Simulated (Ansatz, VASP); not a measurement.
Two plane-wave programs on CdS

Contents of INCAR:

```
  PREC = Accurate
  ENCUT = 600
  EDIFF = 1E-6
  ISMEAR = -1
  SIGMA = 0.05
  LREAL = False
  LASPH = True
  NELM = 80
  ALGO = Normal
  ISIF = 3
  LWAVE = False
  LCHARG = False
  IBRION = 2
  NSW = 60
  EDIFFG = -0.01
```

KPOINTS

```
regular mesh
0
Gamma
  8 8 8
```

Contents of POSCAR:

```
CdS
1.0
    0.0000000000      2.9165000000      2.9165000000
    2.9165000000      0.0000000000      2.9165000000
    2.9165000000      2.9165000000      0.0000000000
Cd S
1 1
Direct
    0.0000000000      0.0000000000      0.0000000000
    0.7500000000      0.7500000000      0.7500000000
```

The input input.yaml:

```yaml
crystal:
  lattice:
    - [0.0, 2.9165, 2.9165]
    - [2.9165, 0.0, 2.9165]
    - [2.9165, 2.9165, 0.0]
  atoms:
    - { symbol: Cd, position: [0.0, 0.0, 0.0] }
    - { symbol: S, position: [0.75, 0.75, 0.75] }
hamiltonian:
  xc: lda
  pseudopotentials: { kind: paw }
kpoints:
  mp_grid: { grid: [8, 8, 8] }
scf:
  occupations: { method: fermi_dirac, width: 0.05 }
output:
  forces: true
  stress: true
relax:
  f_tol: 0.01
  max_steps: 40
  cell: { stress_tol: 0.05 }
```

Alike in both runs: task relaxation of cell and atoms; functional LDA; k mesh 8 × 8 × 8; occupations fermi-dirac, width 0.05 eV; no spin polarisation.

```csv
,VASP,Ansatz
version,VASP 6.6.1,Ansatz 0.2.0
potentials or method,"VASP PAW LDA potentials, release 64 (Cd, S)",Ansatz PAW
plane-wave cutoff (eV),600,420
valence electrons in the cell,18,26
```

```csv
,VASP,Ansatz,Ansatz less VASP
relaxed volume (Å³/atom),24.02,23.84,-0.178
relaxed cell length with the largest relative difference (Å),4.081,4.070,-0.0101
```

LDA's correlation is that of Perdew and Zunger in VASP and of Perdew and Wang (1992) in Ansatz. VASP's potentials hold 18 valence electrons a cell and Ansatz's 26, so a difference there can come from the potentials and not from the codes.

Noted on Ansatz's run: the plane-wave basis is chosen anew once the cell has moved, so the energies of steps on either side of that aren't comparable.
